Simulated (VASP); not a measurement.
# CdS (P6_3mc) in VASP: further runs, part 2 of 2

VASP 6.6.1. Earlier steps stand in the parts before.

## Step 3: Single point, r2SCANh

This run uses another cell than the first one, of 25.32 Å³/atom.

File POSCAR:

```
CdS
1.0
    4.1628958948      0.0000000000      0.0000000000
   -2.0814479474      3.6051735982      0.0000000000
    0.0000000000      0.0000000000      6.7497098494
Cd S
2 2
Direct
    0.6666666667      0.3333333333      0.4990712593
    0.3333333333      0.6666666667     -0.0009287407
    0.6666666667      0.3333333333      0.8759287407
    0.3333333333      0.6666666667      0.3759287407
```

File INCAR.step1:

```
SYSTEM = CdS
  PREC = Accurate
  ENCUT = 520
  EDIFF = 1E-5
  ISMEAR = -1
  SIGMA = 0.05
  LREAL = .FALSE.
  LASPH = .TRUE.
  NELM = 100
  ALGO = Normal
  ISIF = 2
  LWAVE = .TRUE.
  LCHARG = .FALSE.
  NBANDS = 26
  GGA = PE
```

File INCAR.step2:

```
SYSTEM = CdS
  PREC = Accurate
  ENCUT = 520
  EDIFF = 1E-6
  ISMEAR = -1
  SIGMA = 0.05
  LREAL = .FALSE.
  LASPH = .TRUE.
  NELM = 100
  ALGO = Normal
  ISIF = 2
  LWAVE = .FALSE.
  LCHARG = .FALSE.
  METAGGA = R2SCAN
  LHFCALC = .TRUE.
  AEXX = 0.1
  LMIXTAU = .TRUE.
  PRECFOCK = Normal
  NBANDS = 26
  ISTART = 1
```

File KPOINTS:

```
Automatic mesh
0
G
  4 4 2
  0 0 0
```

Potentials or basis: VASP PAW PBE potentials, release 64 (Cd, S).

Started as:

```sh
cat potpaw_PBE.64/Cd/POTCAR potpaw_PBE.64/S/POTCAR > POTCAR
cp INCAR.step1 INCAR
mpirun -np 1 vasp_std > vasp.out
cp INCAR.step2 INCAR
mpirun -np 1 vasp_std > vasp.out
```

OUTCAR:

```text
SYSTEM = CdS
   PREC = Accurate
   ENCUT = 520
   EDIFF = 1E-6
   ISMEAR = -1
   LREAL = .FALSE.
   LASPH = .TRUE.
   NELM = 100
   ISIF = 2
   METAGGA = R2SCAN
   LHFCALC = .TRUE.
   AEXX = 0.1
   PRECFOCK = Normal
   ISTART = 1

 ion  position               nearest neighbor table
   1  0.667  0.333  0.499-   4 2.54   4 2.54   4 2.54   3 2.54
   2  0.333  0.667  0.999-   3 2.54   3 2.54   3 2.54   4 2.54
   3  0.667  0.333  0.876-   2 2.54   2 2.54   2 2.54   1 2.54
   4  0.333  0.667  0.376-   1 2.54   1 2.54   1 2.54   2 2.54

  LATTYP: Found a hexagonal cell.
 ALAT       =     4.1628958948
 C/A-ratio  =     1.6213977049

  Lattice vectors:

 A1 = (   4.1628958948,   0.0000000000,   0.0000000000)
 A2 = (  -2.0814479474,   3.6051735982,   0.0000000000)
 A3 = (   0.0000000000,   0.0000000000,   6.7497098494)

Analysis of symmetry for initial positions (statically):
=====================================================================
 Subroutine PRICEL returns:
 Original cell was already a primitive cell.

 Routine SETGRP: Setting up the symmetry group for a
 hexagonal supercell.
[... 161 lines left out ...]

  energy without entropy =      -56.34695731  energy(sigma->0) =      -56.34695731

 E-fermi :   1.5666     XC(G=0):  -8.7776

 val. band max:        0.5050566619   @ k =   0.0000   0.0000   0.0000
 cond. band min:       2.7518826341   @ k =   0.0000   0.0000   0.0000
 fundamental gap:      2.2468259721
 Fermi energy:         1.5665807704

 k-point     1 :       0.0000    0.0000    0.0000
  band No.  band energies     occupation
      1     -12.6564      2.00000
      2     -12.2252      2.00000
      3      -7.8162      2.00000
      4      -7.8073      2.00000
      5      -7.8073      2.00000
      6      -7.7203      2.00000
[... 221 lines left out ...]
     25       9.9727      0.00000
     26       9.9727      0.00000

------------------------ aborting loop because EDIFF is reached ----------------------------------------

  FORCE on cell =-STRESS in cart. coord.  units (eV):
  Direction    XX          YY          ZZ          XY          YZ          ZX
  --------------------------------------------------------------------------------------
  -------------------------------------------------------------------------------------
  Total        0.1426952      0.1426952      0.1721747      0.0000000      0.0000000      0.0000000
  in kB        2.2569043      2.2569043      2.7231588      0.0000000      0.0000000      0.0000000
  external PRESSURE =       2.4123225 kB  Pullay stress =       0.0000000 kB

 VOLUME and BASIS-vectors are now :
 -----------------------------------------------------------------------------
  energy-cutoff  :      520.00
  volume of cell :      101.30
      direct lattice vectors                 reciprocal lattice vectors
     4.162895895  0.000000000  0.000000000     0.240217393  0.138689577  0.000000000
    -2.081447947  3.605173598  0.000000000     0.000000000  0.277379153  0.000000000
     0.000000000  0.000000000  6.749709849     0.000000000  0.000000000  0.148154517

 POSITION                                       TOTAL-FORCE (eV/Angst)
 -----------------------------------------------------------------------------------
      2.08145      1.20172      3.36859        -0.000000     -0.000000     -0.008185
     -0.00000      2.40345      6.74344         0.000000      0.000000     -0.008185
      2.08145      1.20172      5.91226         0.000000     -0.000000      0.008185
     -0.00000      2.40345      2.53741        -0.000000     -0.000000      0.008185
 -----------------------------------------------------------------------------------
    total drift:                                0.000001     -0.000001     -0.007841

  FREE ENERGIE OF THE ION-ELECTRON SYSTEM (eV)
  ---------------------------------------------------
  free  energy   TOTEN  =       -56.3469573059 eV

  energy  without entropy=      -56.3469573058  energy(sigma->0) =      -56.34695731
```

OSZICAR.step1:

```text
N       E                     dE             d eps       ncg     rms          rms(c)
DAV:   1     0.246722015591E+03    0.24672E+03   -0.17326E+04   416   0.126E+03
DAV:   2     0.959619703878E+00   -0.24576E+03   -0.23842E+03   440   0.321E+02
DAV:   3    -0.131993488456E+02   -0.14159E+02   -0.14076E+02   492   0.757E+01
DAV:   4    -0.133493342131E+02   -0.14999E+00   -0.14982E+00   478   0.752E+00
DAV:   5    -0.133515436788E+02   -0.22095E-02   -0.22093E-02   478   0.923E-01    0.110E+01
DAV:   6    -0.122691142413E+02    0.10824E+01   -0.19292E+00   538   0.141E+01    0.871E+00
DAV:   7    -0.122484690360E+02    0.20645E-01   -0.72926E-01   434   0.451E+00    0.399E+00
DAV:   8    -0.122460055259E+02    0.24635E-02   -0.85566E-02   456   0.289E+00    0.535E-01
DAV:   9    -0.122447342592E+02    0.12713E-02   -0.14354E-02   450   0.147E+00    0.155E-01
DAV:  10    -0.122449871192E+02   -0.25286E-03   -0.12319E-03   458   0.344E-01    0.121E-01
DAV:  11    -0.122451338451E+02   -0.14673E-03   -0.25439E-04   472   0.110E-01    0.947E-02
DAV:  12    -0.122451411788E+02   -0.73337E-05   -0.14517E-04   432   0.833E-02    0.151E-02
DAV:  13    -0.122451438568E+02   -0.26780E-05   -0.16320E-05   392   0.269E-02
   1 F= -.12245144E+02 E0= -.12245143E+02  d E =-.974291E-06
```

It took 25 min on 1 thread of AMD EPYC 7R43 (Zen 3), shared host; peak memory 0.22 GiB.

What came out:

```yaml
Free_energy: -56.3470 eV
Pressure: 0.2 GPa
Largest_force: 0.008 eV/Å
Band_gap_on_the_k_mesh: 2.25 eV
```

Forces on the atoms (eV/Å):
```
Cd   0.000  0.000 -0.008
Cd   0.000  0.000 -0.008
S    0.000  0.000  0.008
S    0.000  0.000  0.008
```

Caveat: the k points lie up to 0.47 Å⁻¹ apart; the PAW data sets were made with another functional, which shifts forces and pressure a little.

## Step 4: Single point, pbe exchange, pbesol correlation, collinear spin

File INCAR:

```
PREC = Accurate
ENCUT = 500
EDIFF = 1E-6
ISMEAR = -5
SIGMA = 0.05
LREAL = F
LASPH = T
NELM = 200
ALGO = Normal
ISIF = 2
LWAVE = F
LCHARG = F
ISPIN = 2
MAGMOM = 0.5 -0.25 0 0
LORBIT = 11
GGA = LIBXC
LIBXC1 = GGA_X_PBE
LIBXC2 = GGA_C_PBE_SOL
NBANDS = 30
GGA_COMPAT = F
```

File KPOINTS:

```
regular mesh
0
Gamma
  7 7 4
```

File POSCAR:

```
CdS
1.0
    4.1500000000      0.0000000000      0.0000000000
   -2.0750000000      3.5940054257      0.0000000000
    0.0000000000      0.0000000000      6.7370000000
Cd S
2 2
Direct
    0.6666666667      0.3333333333      0.5000000000
    0.3333333333      0.6666666667      0.0000000000
    0.6666666667      0.3333333333      0.8750000000
    0.3333333333      0.6666666667      0.3750000000
```

Started as:

```sh
cat potpaw_PBE.64/Cd/POTCAR potpaw_PBE.64/S/POTCAR > POTCAR
mpirun -np 1 vasp_std > vasp.out
```

Wall time 1.7 min (1 thread of Intel Xeon Platinum 8375C at 2.90GHz (Ice Lake), shared host); peak memory 0.29 GiB.

Results (log left out):

- Free energy: -12.1641 eV
- Pressure: 2.9 GPa
- Largest force: 0.068 eV/Å
- Band gap on the k mesh: 1.16 eV
- Net moment: 0.00 μB per cell
- Valence electrons inside the program's atomic spheres: Cd 10.31; S 3.73

Forces in eV/Å, atoms in the order of the input:
```
Cd   0.000  0.000 -0.068
Cd   0.000  0.000 -0.068
S    0.000  0.000  0.068
S    0.000  0.000  0.068
```

Stress tensor (GPa, compression positive):
```
2.62 0.00 0.00
0.00 2.62 0.00
0.00 0.00 3.33
```

Levels at points of the mesh, in eV from the valence-band top:
Spin up:
```tsv
k point	band 16	band 17	band 18	band 19	band 20	band 21
(0.00, 0.00, 0.00)	-0.04	0.00	0.00	1.16	2.76	6.47
(0.00, 0.00, 0.50)	-0.39	-0.39	-0.39	2.81	2.81	6.19
```
Spin down:
```csv
k point,band 14,band 15,band 16,band 17,band 18,band 19,band 20,band 21,band 22,band 23
"(0.00, 0.00, 0.00)",-0.75,-0.75,-0.04,0.00,0.00,1.16,2.76,6.47,6.47,6.81
"(0.00, 0.00, 0.50)",-2.46,-0.39,-0.39,-0.39,-0.39,2.81,2.81,6.19,6.19,6.83
```

Caveat: the PAW data sets were made with another functional, which shifts forces and pressure a little.

## Step 5: Single point, PBE-based screened hybrid with 15 % exact exchange

POSCAR is that of step 4.

File INCAR.step1:

```
  PREC = Accurate
  ENCUT = 520
  EDIFF = 1E-5
  ISMEAR = -1
  SIGMA = 0.05
  LREAL = F
  LASPH = T
  NELM = 80
  ALGO = Normal
  ISIF = 2
  LWAVE = T
  NBANDS = 26
  GGA = PE
```

File INCAR.step2:

```
  PREC = Accurate
  ENCUT = 520
  EDIFF = 1E-7
  ISMEAR = -1
  SIGMA = 0.05
  LREAL = F
  LASPH = T
  NELM = 80
  ALGO = Normal
  ISIF = 2
  LWAVE = F
  LCHARG = T
  GGA = PE
  LHFCALC = T
  AEXX = 0.15
  HFSCREEN = 0.2
  PRECFOCK = Normal
  LELF = T
  LVHAR = T
  NBANDS = 26
  ISTART = 1
```

File KPOINTS:

```
Automatic mesh
0
Gamma
  4 4 2
```

Started as:

```sh
cat potpaw_PBE.64/Cd/POTCAR potpaw_PBE.64/S/POTCAR > POTCAR
cp INCAR.step1 INCAR
mpirun -np 1 vasp_std > vasp.out
cp INCAR.step2 INCAR
mpirun -np 1 vasp_std > vasp.out
```

Wall time 19 min (1 thread of Oxide Virtual Turin-like, shared host); peak memory 0.31 GiB.

It converged, with:

- Free energy: -14.0202 eV
- Pressure: 1.7 GPa
- Largest force: 0.060 eV/Å
- Band gap on the k mesh: 1.82 eV

Forces in eV/Å, atoms in the order of the input:
```
Cd   0.000  0.000 -0.060
Cd   0.000  0.000 -0.060
S    0.000  0.000  0.060
S    0.000  0.000  0.060
```

Stress tensor (GPa, compression positive):
```
1.59 0.00 0.00
0.00 1.59 0.00
0.00 0.00 1.99
```

Levels at points of the mesh, in eV from the valence-band top:
```csv
k point,band 14,band 15,band 16,band 17,band 18,band 19,band 20,band 21,band 22,band 23
"(0.00, 0.00, 0.00)",-0.79,-0.79,-0.04,0.00,0.00,1.82,3.45,7.17,7.17,7.52
"(0.50, 0.00, 0.00)",-3.60,-2.73,-1.93,-1.34,-0.76,4.39,4.51,5.70,7.16,7.69
"(0.00, 0.00, 0.50)",-2.53,-0.41,-0.41,-0.41,-0.41,3.49,3.49,6.89,6.89,7.53
"(0.50, 0.00, 0.50)",-4.26,-1.38,-1.38,-1.36,-1.36,4.10,4.10,6.06,6.06,8.65
```

Caveat: the k points lie up to 0.47 Å⁻¹ apart; the PAW data sets were made with another functional, which shifts forces and pressure a little.

## Step 6: Overview

| level | spin | cell | k mesh | cutoff (eV) | smearing | grid for exact exchange (PRECFOCK) | share of exact exchange | screening parameter | gap on the mesh (eV) | pressure (GPa) | largest force (eV/Å) |
| --- | --- | --- | --- | --- | --- | --- | --- | --- | --- | --- | --- |
| r2SCAN50 | off | a = 4.150, b = 4.150, c = 6.737 Å, angles 90.0, 90.0, 120.0°, 4 atoms, atomic positions A | 4 × 4 × 2 | 520 | fermi-dirac 0.05 eV | Normal | 0.5 | - | 4.81 | -0.3 | 0.07 |
| r2SCANh | off | a = 4.163, b = 4.163, c = 6.750 Å, angles 90.0, 90.0, 120.0°, 4 atoms, atomic positions B | 4 × 4 × 2 | 520 | fermi-dirac 0.05 eV | Normal | 0.1 | - | 2.25 | 0.2 | 0.01 |
| pbe exchange, pbesol correlation | collinear | a = 4.150, b = 4.150, c = 6.737 Å, angles 90.0, 90.0, 120.0°, 4 atoms, atomic positions A | 7 × 7 × 4 | 500 | tetrahedron | - | - | - | 1.16 | 2.9 | 0.07 |
| PBE-based screened hybrid with 15 % exact exchange | off | a = 4.150, b = 4.150, c = 6.737 Å, angles 90.0, 90.0, 120.0°, 4 atoms, atomic positions A | 4 × 4 × 2 | 520 | fermi-dirac 0.05 eV | Normal | 0.15 | 0.2 1/Å | 1.82 | 1.7 | 0.06 |

Alike in all rows: task single point; potentials or basis VASP PAW PBE potentials, release 64 (Cd, S).

Caveats: some runs use coarse meshes; the PAW data sets were made with another functional, which shifts forces and pressure a little.

Absolute energies hang on the potentials; compare differences alone.
